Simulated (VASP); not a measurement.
Wanted: the native input for a VASP 6.6.1 run.

```yaml
Task: single point
Functional: r2SCAN
Potentials_or_basis: VASP PAW PBE potentials, release 64 (Ti_sv, O)
Cutoff: 520 eV
k_mesh: 6 × 6 × 4
Occupations: gaussian, width 0.02 eV
Spin: no spin polarisation
Dipole_correction: no
Further_INCAR_settings: ALGO = Normal; EDIFF = 1e-06; NBANDS = 60
```

Crystal: TiO2.

```xyz
12
Lattice="3.7399 0.0000 0.0000 0.0000 3.7399 0.0000 0.0000 0.0000 9.6415" Properties=species:S:1:pos:R:3 pbc="T T T"
Ti    0.0000    1.8700    7.2311
Ti    1.8700    1.8700    0.0000
Ti    1.8700    0.0000    2.4104
Ti    0.0000    0.0000    4.8208
O     0.0000    1.8700    9.2293
O     1.8700    1.8700    7.6434
O     1.8700    0.0000    0.4122
O     0.0000    0.0000    6.8189
O     1.8700    0.0000    4.4086
O     0.0000    0.0000    2.8226
O     0.0000    1.8700    5.2330
O     1.8700    1.8700    1.9982
```

This cell differs from its parent crystal: biaxial strain in the a-b plane: -1.0 %.

These files were run (other wordings do the same):

POSCAR

```
TiO2
1.0
    3.7399318890      0.0000000000      0.0000000000
    0.0000000000      3.7399318890      0.0000000000
    0.0000000000      0.0000000000      9.6415297962
Ti O
4 8
Direct
    0.0000000000      0.5000000000      0.7500000000
    0.5000000000      0.5000000000      0.0000000000
    0.5000000000      0.0000000000      0.2500000000
    0.0000000000      0.0000000000      0.5000000000
    0.0000000000      0.5000000000      0.9572470736
    0.5000000000      0.5000000000      0.7927529264
    0.5000000000      0.0000000000      0.0427529264
    0.0000000000      0.0000000000      0.7072470736
    0.5000000000      0.0000000000      0.4572470736
    0.0000000000      0.0000000000      0.2927529264
    0.0000000000      0.5000000000      0.5427529264
    0.5000000000      0.5000000000      0.2072470736
```

INCAR.step1

```
SYSTEM = TiO2
ALGO     = Normal         ! electronic algorithm
EDIFF    = 1E-4           ! SCF threshold, eV
ENCUT    = 520            ! plane-wave cutoff, eV
GGA      = PE             ! functional
ISMEAR   = 0              ! smearing method
LASPH    = .TRUE.         ! aspherical terms in the spheres
LCHARG   = .FALSE.        ! write CHGCAR
LREAL    = .FALSE.        ! projectors in reciprocal space
LWAVE    = .TRUE.         ! write WAVECAR
NBANDS   = 60             ! bands
NELM     = 60             ! most SCF steps
PREC     = Accurate       ! precision mode
SIGMA    = 0.02           ! smearing width, eV
```

INCAR.step2

```
SYSTEM = TiO2
ALGO     = Normal         ! electronic algorithm
EDIFF    = 1E-6           ! SCF threshold, eV
ENCUT    = 520            ! plane-wave cutoff, eV
ISIF     = 2              ! what is computed and relaxed
ISMEAR   = 0              ! smearing method
ISTART   = 1            
LASPH    = .TRUE.         ! aspherical terms in the spheres
LCHARG   = .FALSE.        ! write CHGCAR
LMIXTAU  = .TRUE.       
LREAL    = .FALSE.        ! projectors in reciprocal space
LWAVE    = .FALSE.        ! write WAVECAR
METAGGA  = R2SCAN         ! meta-GGA
NBANDS   = 60             ! bands
NELM     = 60             ! most SCF steps
PREC     = Accurate       ! precision mode
SIGMA    = 0.02           ! smearing width, eV
```

KPOINTS

```
k-points
0
G
  6 6 4
  0 0 0
```

Potentials or basis: VASP PAW PBE potentials, release 64 (Ti_sv, O).

Run with:

```console
$ cat potpaw_PBE.64/Ti_sv/POTCAR potpaw_PBE.64/O/POTCAR > POTCAR
$ cp INCAR.step1 INCAR
$ mpirun -np 1 vasp_std > vasp.out
$ cp INCAR.step2 INCAR
$ mpirun -np 1 vasp_std > vasp.out
```

Results of the run:

| Property | Result |
| --- | --- |
| Pressure | 4.6 GPa |
| Largest force | 0.096 eV/Å |
| Band gap on the k mesh | 2.66 eV |

Caveat: the cell differs from its parent crystal (biaxial strain in the a-b plane: -1.0 %); the PAW data sets were made with another functional, which shifts forces and pressure a little.

Wall time 11 min on 1 thread of Intel(R) Xeon(R) 6975P-C (Granite Rapids), with other jobs on the host, peak memory 0.34 GiB.
